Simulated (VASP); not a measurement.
Crystal: SnSe2.

```
CELL_PARAMETERS angstrom
3.04398 0.00000 0.00000
0.00000 3.04398 0.00000
0.00000 0.00000 8.27334
ATOMIC_POSITIONS crystal
Sn 0.00000 0.00000 0.00000
Se 0.00000 0.00000 0.65664
Se 0.00000 0.00000 0.34336
```

The cell was built from a structure type or drawn by symmetry, and may not be a known phase.

- Program: VASP 6.6.1
- Task: relaxation of cell and atoms
- Functional: PBE
- Potentials or basis: VASP PAW PBE potentials, release 64 (Sn_d, Se)
- Cutoff: 600 eV
- k mesh: 16 × 16 × 6
- Occupations: gaussian, width 0.1 eV
- Spin: no spin polarisation

At the start: pressure -0.1 GPa; volume 25.55 Å³/atom.

Question: Where does the relaxation end?

Answer: Over 24 steps the energy falls by 105.8 meV/atom and the volume is 26.30 Å³/atom (+2.9 %); space group P4/mmm (No. 123, to 0.1 Å) before and after.

Step by step:
| step | energy change (eV) | largest force (eV/Å) | pressure (GPa) | volume (Å³) |
| --- | --- | --- | --- | --- |
| 1 | 0.0000 | 0.5627 | -0.11 | 76.66 |
| 2 | -0.1594 | 0.5119 | -1.04 | 76.32 |
| 3 | -0.1697 | 0.5328 | -0.85 | 76.12 |
| 4 | -0.1697 | 0.5287 | -0.88 | 76.15 |
| 5 | -0.2028 | 0.4607 | 0.38 | 74.50 |
| 6 | -0.2164 | 0.3170 | 2.42 | 72.39 |
| 7 | -0.2319 | 0.2378 | 2.29 | 72.69 |
| 8 | -0.2575 | 0.0342 | 2.04 | 73.58 |
| 9 | -0.2812 | 0.0494 | 0.72 | 75.22 |
| 10 | -0.2899 | 0.1773 | -1.21 | 78.11 |
| 11 | -0.2913 | 0.1453 | -0.76 | 77.36 |
| 12 | -0.2978 | 0.1680 | -0.50 | 77.23 |
| 13 | -0.3015 | 0.2007 | -0.07 | 77.01 |
| 14 | -0.3051 | 0.1569 | 0.18 | 76.86 |
| 15 | -0.3090 | 0.0623 | 0.72 | 76.53 |
| 16 | -0.3122 | 0.0446 | 0.26 | 77.26 |
| 17 | -0.3131 | 0.0276 | -0.20 | 78.05 |
| 18 | -0.3131 | 0.0309 | -0.10 | 77.90 |
| 19 | -0.3144 | 0.0408 | -0.18 | 78.18 |
| 20 | -0.3157 | 0.0732 | -0.36 | 79.01 |
| 21 | -0.3166 | 0.0527 | -0.14 | 78.90 |
| 22 | -0.3169 | 0.0344 | 0.08 | 78.81 |
| 23 | -0.3174 | 0.0099 | 0.05 | 78.88 |
| 24 | -0.3174 | 0.0015 | 0.03 | 78.90 |

Final structure:
```
CELL_PARAMETERS angstrom
2.89162 0.00000 0.00000
0.00000 2.89162 0.00000
0.00000 0.00000 9.43633
ATOMIC_POSITIONS crystal
Sn 0.00000 0.00000 0.00000
Se 0.00000 0.00000 0.69336
Se 0.00000 0.00000 0.30664
```

Caveat: this functional lacks dispersion, which binds the layers, so the pressure and a relaxed spacing across them are unreliable.
